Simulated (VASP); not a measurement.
# Al2Ru (I4/mmm) in VASP: notebook, part 2 of 2

VASP 6.6.1. The steps go on from the part before.

## 3. Relaxation of the atoms, PBEsol (equal strain along all axes, cell held: +1.0 %)

The input, INCAR:

```
  PREC = Accurate
  ENCUT = 520
  EDIFF = 1E-6
  ISMEAR = 0
  SIGMA = 0.1
  LREAL = F
  LASPH = T
  NELM = 80
  ALGO = Fast
  ISIF = 2
  LWAVE = F
  LCHARG = F
  GGA = PS
  IBRION = 2
  NSW = 60
  EDIFFG = -0.008
```

The input, KPOINTS:

```
regular mesh
0
Gamma
  12 12 4
```

The input, POSCAR:

```
Al2Ru
1.0
    3.1525713408      0.0000000000      0.0000000000
    0.0000000000      3.1525713408      0.0000000000
    0.0000000000      0.0000000000      8.5073351928
Al Ru
4 2
Direct
    0.5000000000      0.5000000000      0.1590760825
    0.0000000000      0.0000000000      0.3409239175
    0.0000000000      0.0000000000      0.6590760825
    0.5000000000      0.5000000000      0.8409239175
    0.0000000000      0.0000000000      0.0000000000
    0.5000000000      0.5000000000      0.5000000000
```

Potentials or basis: VASP PAW PBE potentials, release 64 (Al, Ru_pv).

Command:

```sh
> cat potpaw_PBE.64/Al/POTCAR potpaw_PBE.64/Ru_pv/POTCAR > POTCAR
> mpirun -np 1 vasp_std > vasp.out
```

OUTCAR:

```text
PREC = Accurate
   ENCUT = 520
   EDIFF = 1E-6
   ISMEAR = 0
   LREAL = F
   LASPH = T
   NELM = 80
   ISIF = 2
   GGA = PS
   IBRION = 2
   NSW = 60
   EDIFFG = -0.008

 ion  position               nearest neighbor table
   1  0.500  0.500  0.159-   5 2.61   5 2.61   5 2.61   5 2.61   4 2.71   2 2.71   2 2.71   2 2.71
                             2 2.71   6 2.90
   2  0.000  0.000  0.341-   6 2.61   6 2.61   6 2.61   6 2.61   3 2.71   1 2.71   1 2.71   1 2.71
                             1 2.71   5 2.90
   3  0.000  0.000  0.659-   6 2.61   6 2.61   6 2.61   6 2.61   2 2.71   4 2.71   4 2.71   4 2.71
                             4 2.71   5 2.90
   4  0.500  0.500  0.841-   5 2.61   5 2.61   5 2.61   5 2.61   1 2.71   3 2.71   3 2.71   3 2.71
                             3 2.71   6 2.90
   5  0.000  0.000  0.000-   1 2.61   4 2.61   1 2.61   4 2.61   1 2.61   4 2.61   1 2.61   4 2.61
                             3 2.90   2 2.90
   6  0.500  0.500  0.500-   2 2.61   3 2.61   2 2.61   3 2.61   2 2.61   3 2.61   2 2.61   3 2.61
                             1 2.90   4 2.90

  LATTYP: Found a simple tetragonal cell.
 ALAT       =     3.1525713408
 C/A-ratio  =     2.6985385177

  Lattice vectors:

 A1 = (   3.1525713408,   0.0000000000,   0.0000000000)
 A2 = (   0.0000000000,   3.1525713408,   0.0000000000)
 A3 = (   0.0000000000,   0.0000000000,   8.5073351928)

Analysis of symmetry for initial positions (statically):
=====================================================================
 Subroutine PRICEL returns following result:

  LATTYP: Found a body centered tetragonal cell.
 ALAT       =     3.1525713408
 C/A-ratio  =     2.6985385177

  Lattice vectors:

 A1 = (  -1.5762856704,   1.5762856704,   4.2536675964)
 A2 = (   1.5762856704,  -1.5762856704,   4.2536675964)
 A3 = (   1.5762856704,   1.5762856704,  -4.2536675964)

   2 primitive cells build up your supercell.

 Routine SETGRP: Setting up the symmetry group for a
 simple tetragonal supercell.
[... 159 lines left out ...]
   AEXX    =    0.0000 exact exchange contribution
   IVDW    =     0    specifies the selected vdW correction
   LEPSILON=     F    determine dielectric tensor
   LRPA    =     F    only Hartree local field effects (RPA)
 conjugate gradient relaxation of ions
 non-spin polarized calculation
 RMM-DIIS sequential band-by-band and
 Gauss-broadening in eV      SIGMA  =   0.10
  energy-cutoff  :      520.00
  volume of cell :       84.55
 maximum number of plane-waves:      2320
 NGX is ok and might be reduce to    24

--------------------------------------- Ionic step        1  -------------------------------------------

 number of electron      39.9999986 magnetization

 Free energy of the ion-electron system (eV)
  ---------------------------------------------------
  ext. energy  EPLUGINS =         0.00000000
  ---------------------------------------------------
  free energy    TOTEN  =       -40.61996758 eV

  energy without entropy =      -40.61664106  energy(sigma->0) =      -40.61830432

------------------------ aborting loop because EDIFF is reached ----------------------------------------

  FORCE on cell =-STRESS in cart. coord.  units (eV):
  Direction    XX          YY          ZZ          XY          YZ          ZX
  --------------------------------------------------------------------------------------
  -------------------------------------------------------------------------------------
  Total       -2.6317817     -2.6317817     -2.7637470      0.0000000      0.0000000     -0.0000000
  in kB      -49.8697348    -49.8697348    -52.3703495      0.0000000      0.0000000     -0.0000000
  external PRESSURE =     -50.7032730 kB  Pullay stress =       0.0000000 kB
[... 67 lines left out ...]
--------------------------------------- Ionic step        3  -------------------------------------------

 number of electron      39.9999986 magnetization

 Free energy of the ion-electron system (eV)
  ---------------------------------------------------
  ext. energy  EPLUGINS =         0.00000000
  ---------------------------------------------------
  free energy    TOTEN  =       -40.62093464 eV

  energy without entropy =      -40.61735981  energy(sigma->0) =      -40.61914722

 E-fermi :  10.1689     XC(G=0): -11.8909

 val. band max:       10.1550144663   @ k =   0.3333   0.3333   0.0000
 cond. band min:      10.2414919060   @ k =   0.3333   0.0000   0.0000
 fundamental gap:      0.0864774397
 Fermi energy:        10.1688943822

 k-point     1 :       0.0000    0.0000    0.0000
  band No.  band energies     occupation
      1     -32.4054      2.00000
      2     -32.4054      2.00000
      3     -32.4054      2.00000
      4     -32.4054      2.00000
      5     -32.3120      2.00000
      6     -32.3099      2.00000
[... 637 lines left out ...]
     23      12.1854      0.00000
     24      12.5463      0.00000

 [... further k-points ...]

------------------------ aborting loop because EDIFF is reached ----------------------------------------

  FORCE on cell =-STRESS in cart. coord.  units (eV):
  Direction    XX          YY          ZZ          XY          YZ          ZX
  --------------------------------------------------------------------------------------
  -------------------------------------------------------------------------------------
  Total       -2.6746761     -2.6746761     -2.5384290      0.0000000      0.0000000      0.0000000
  in kB      -50.6825415    -50.6825415    -48.1007909      0.0000000      0.0000000      0.0000000
  external PRESSURE =     -49.8219580 kB  Pullay stress =       0.0000000 kB
[... 21 lines left out ...]
  FREE ENERGIE OF THE ION-ELECTRON SYSTEM (eV)
  ---------------------------------------------------
  free  energy   TOTEN  =       -40.6209346397 eV

  energy  without entropy=      -40.6173598063  energy(sigma->0) =      -40.61914722

 reached required accuracy - stopping structural energy minimisation
```

OSZICAR:

```text
N       E                     dE             d eps       ncg     rms          rms(c)
DAV:   1     0.279062698011E+03    0.27906E+03   -0.21467E+04  4648   0.156E+03
DAV:   2    -0.305581136754E+02   -0.30962E+03   -0.30505E+03  4504   0.388E+02
DAV:   3    -0.424334194967E+02   -0.11875E+02   -0.11380E+02  5184   0.658E+01
[... 18 lines left out ...]
RMM:   4    -0.406209216862E+02    0.47215E-06   -0.27591E-05  3679   0.285E-02    0.542E-03
RMM:   5    -0.406209224448E+02   -0.75863E-06   -0.58423E-06  3151   0.130E-02
   2 F= -.40620922E+02 E0= -.40619149E+02  d E =-.954860E-03
       N       E                     dE             d eps       ncg     rms          rms(c)
DAV:   1    -0.406209346560E+02   -0.12970E-04   -0.23376E-04  4696   0.743E-02    0.621E-03
RMM:   2    -0.406209346397E+02    0.16229E-07   -0.75076E-06  3382   0.167E-02
   3 F= -.40620935E+02 E0= -.40619147E+02  d E =-.967055E-03
```

CONTCAR:

```text
Al2Ru
   1.00000000000000
     3.1525713407999998    0.0000000000000000    0.0000000000000000
     0.0000000000000000    3.1525713407999998    0.0000000000000000
     0.0000000000000000    0.0000000000000000    8.5073351927999994
  Al              Ru
     4     2
Direct
     0.5000000000000000    0.5000000000000000    0.1584746638910401
     0.0000000000000000    0.0000000000000000    0.3415253361089599
     0.0000000000000000    0.0000000000000000    0.6584746638910400
     0.5000000000000000    0.5000000000000000    0.8415253361089600
     0.0000000000000000    0.0000000000000000    0.0000000000000000
     0.5000000000000000    0.5000000000000000    0.5000000000000000

  0.00000000E+00  0.00000000E+00  0.00000000E+00
  0.00000000E+00  0.00000000E+00  0.00000000E+00
  0.00000000E+00  0.00000000E+00  0.00000000E+00
  0.00000000E+00  0.00000000E+00  0.00000000E+00
  0.00000000E+00  0.00000000E+00  0.00000000E+00
  0.00000000E+00  0.00000000E+00  0.00000000E+00
```

It took 3.7 min on 1 thread of Oxide Virtual Turin-like, shared host; peak memory 0.26 GiB.

Results:

* Free energy: -40.6209 eV
* Energy gained by relaxing: 0.2 meV/atom
* Ionic steps: 3
* Pressure after relaxing: -5.0 GPa
* Band gap on the k mesh: zero (bands 20 and 21 overlap by 0.17 eV)

Stress tensor (GPa, compression positive):
```
-5.07  0.00  0.00
 0.00 -5.07  0.00
 0.00  0.00 -4.81
```

The path:
| step | energy change (eV) | largest force (eV/Å) | pressure (GPa) |
| --- | --- | --- | --- |
| 1 | 0.0000 | 0.0943 | -5.07 |
| 2 | -0.0010 | 0.0105 | -4.98 |
| 3 | -0.0010 | 0.0001 | -4.98 |

Final structure:
```
CELL_PARAMETERS angstrom
3.15257 0.00000 0.00000
0.00000 3.15257 0.00000
0.00000 0.00000 8.50734
ATOMIC_POSITIONS crystal
Al 0.50000 0.50000 0.15847
Al 0.00000 0.00000 0.34153
Al 0.00000 0.00000 0.65847
Al 0.50000 0.50000 0.84153
Ru 0.00000 0.00000 0.00000
Ru 0.50000 0.50000 0.50000
```

Levels at points of the mesh, in eV from the Fermi level:
| k point | band 16 | band 17 | band 18 | band 19 | band 20 | band 21 | band 22 | band 23 | band 24 |
| --- | --- | --- | --- | --- | --- | --- | --- | --- | --- |
| (0.00, 0.00, 0.00) | -1.95 | -1.53 | -1.53 | -0.97 | -0.95 | 2.30 | 3.06 | 3.06 | 4.71 |
| (0.50, 0.00, 0.00) | -2.51 | -2.29 | -2.29 | -1.40 | -1.40 | 0.46 | 0.46 | 2.86 | 2.86 |
| (0.50, 0.50, 0.00) | -3.00 | -1.30 | -1.30 | -0.38 | -0.38 | 0.21 | 0.21 | 1.71 | 1.71 |
| (0.00, 0.00, 0.50) | -1.76 | -1.76 | -1.76 | -0.96 | -0.96 | 3.95 | 3.95 | 3.95 | 3.95 |
| (0.50, 0.00, 0.50) | -2.71 | -2.51 | -2.51 | -1.40 | -1.40 | 0.51 | 0.51 | 2.92 | 2.92 |
| (0.50, 0.50, 0.50) | -1.68 | -1.68 | -1.68 | -0.49 | -0.49 | 0.21 | 0.21 | 1.13 | 1.13 |

Caveat: the cell differs from its parent crystal (equal strain along all axes, cell held: +1.0 %); the PAW data sets were made with another functional, which shifts forces and pressure a little.

## 4. Single point, PBEsol

This run uses another cell than the first one: it holds 12 atoms, not 3.

The input, INCAR:

```
SYSTEM = Al2Ru
  ALGO = Fast
  EDIFF = 1E-7
  ENCUT = 520
  GGA = PS
  ISIF = 2
  ISMEAR = 0
  LASPH = .TRUE.
  LCHARG = .FALSE.
  LREAL = .FALSE.
  LWAVE = .FALSE.
  NBANDS = 52
  NELM = 60
  PREC = Accurate
  SIGMA = 0.15
```

The input, KPOINTS:

```
k-points
0
G
  15 15 3
  0 0 0
```

The input, POSCAR:

```
Al2Ru
1.0
   -3.1213577640      0.0000000000      0.0000000000
    0.0000000000     -3.1213577640      0.0000000000
    0.0000000000      0.0000000000     16.8462082954
Al Ru
8 4
Direct
    0.5000000000      0.5000000000      0.5795380412
    1.0000000000      1.0000000000      0.3295380412
    0.5000000000      0.5000000000      0.0795380412
    1.0000000000      1.0000000000      0.8295380412
    0.0000000000      0.0000000000      0.1704619588
    0.5000000000      0.5000000000      0.9204619588
    0.0000000000      0.0000000000      0.6704619588
    0.5000000000      0.5000000000      0.4204619588
    0.0000000000      0.0000000000      0.5000000000
    0.5000000000      0.5000000000      0.2500000000
    0.0000000000      0.0000000000      0.0000000000
    0.5000000000      0.5000000000      0.7500000000
```

Command:

```sh
> cat potpaw_PBE.64/Al/POTCAR potpaw_PBE.64/Ru_pv/POTCAR > POTCAR
> mpirun -np 1 vasp_std > vasp.out
```

It took 21 min on 1 thread of Oxide Virtual Turin-like, shared host; peak memory 0.52 GiB.

Results (log left out):

```
Free energy            : -81.3218 eV
Pressure               : 0.1 GPa
Band gap on the k mesh : zero (bands 40 and 41 overlap by 0.12 eV)
```

Forces on the atoms (eV/Å):
```
Al   0.000  0.000 -0.002
Al   0.000  0.000 -0.002
Al   0.000  0.000 -0.002
Al   0.000  0.000 -0.002
Al   0.000  0.000  0.002
Al   0.000  0.000  0.002
Al   0.000  0.000  0.002
Al   0.000  0.000  0.002
Ru   0.000  0.000  0.000
Ru   0.000  0.000  0.000
Ru   0.000  0.000  0.000
Ru   0.000  0.000  0.000
```

Levels at points of the mesh, in eV from the Fermi level:
```csv
k point,band 37,band 38,band 39,band 40,band 41,band 42,band 43,band 44
"(0.00, 0.00, 0.00)",-0.95,-0.94,-0.94,-0.92,2.45,3.16,3.16,4.08
```

Caveat: the PAW data sets were made with another functional, which shifts forces and pressure a little.

## 5. Overview

| task | cell | k mesh | smearing | gap on the mesh (eV) | pressure (GPa) |
| --- | --- | --- | --- | --- | --- |
| single point | a = 4.751 Å, angles 141.6, 141.6, 55.4°, 3 atoms, atomic positions A | 18 × 18 × 18 | fermi-dirac 0.15 eV | none | 0.1 |
| relaxation of the atoms | atoms relaxed from a = 3.153, b = 3.153, c = 8.507 Å, 6 atoms, atomic positions B | 12 × 12 × 4 | gaussian 0.1 eV | none | -5.0 |
| single point | a = 3.121, b = 3.121, c = 16.846 Å, 12 atoms, atomic positions C | 15 × 15 × 3 | gaussian 0.15 eV | none | 0.1 |

Alike in all rows: level PBEsol; potentials or basis VASP PAW PBE potentials, release 64 (Al, Ru_pv); no spin polarisation; cutoff (eV) 520.

Caveats: the PAW data sets were made with another functional, which shifts forces and pressure a little.

Absolute energies hang on the potentials; compare differences alone.

The gap in the log of VASP goes by the Fermi energy; the results here count the filled bands.